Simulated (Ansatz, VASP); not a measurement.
**One calculation of PbSe, two programs**

The input INCAR:

```
SYSTEM = PbSe
  PREC = Accurate
  ENCUT = 500
  EDIFF = 1E-6
  ISMEAR = 0
  SIGMA = 0.05
  LREAL = .FALSE.
  LASPH = .TRUE.
  NELM = 120
  ALGO = Normal
  ISIF = 2
  LWAVE = .FALSE.
  LCHARG = .FALSE.
  GGA = RP
  IVDW = 13
  NBANDS = 17
  GGA_COMPAT = .FALSE.
```

Contents of KPOINTS:

```
Automatic mesh
0
G
  6 6 6
  0 0 0
```

The input POSCAR:

```
PbSe
1.0
    0.0000000000      3.0865358290      3.0865358290
    3.0865358290      0.0000000000      3.0865358290
    3.0865358290      3.0865358290      0.0000000000
Pb Se
1 1
Direct
    0.5000000000      0.5000000000      0.5000000000
    0.0000000000      0.0000000000      0.0000000000
```

Input for Ansatz:

```yaml
crystal:
  lattice:
    - [0.0, 3.086535829, 3.086535829]
    - [3.086535829, 0.0, 3.086535829]
    - [3.086535829, 3.086535829, 0.0]
  atoms:
    - { symbol: Pb, position: [0.5, 0.5, 0.5] }
    - { symbol: Se, position: [0.0, 0.0, 0.0] }
basis:
  ecutwfc: 420
  ecutrho_ratio: 4
kpoints:
  mp_grid: { grid: [6, 6, 6] }
hamiltonian:
  xc: rpbe
  dispersion: d4
scf:
  occupations: { method: gaussian, width: 0.05 }
output:
  forces: true
  stress: true
  eigenvalues: true
```

Alike in both runs: task single point; functional RPBE; dispersion D4; k mesh 6 × 6 × 6; occupations gaussian, width 0.05 eV; no spin polarisation.

|  | VASP | Ansatz |
| --- | --- | --- |
| version | VASP 6.6.1 | Ansatz 0.2.0 |
| potentials or method | VASP PAW PBE potentials, release 64 (Pb_d, Se), cutoff 500 eV | scalar-relativistic, plane waves, PAW |
| valence electrons in the cell | 20 | 30 |

|  | VASP | Ansatz | Ansatz less VASP |
| --- | --- | --- | --- |
| gap on the k mesh at the Fermi level (eV) | 0.46 | 0.46 | -0.005 |
| least direct gap on the mesh (eV) | 0.46 | 0.46 | -0.005 |
| pressure (GPa) | -0.9 | -0.9 | +0.02 |

VASP's potentials were made for PBE, not for RPBE. VASP's potentials hold 20 valence electrons a cell and Ansatz's 30, so a difference there can come from the potentials and not from the codes. Ansatz's warnings: dispersion switch in reach.

Spin-orbit coupling is off throughout.
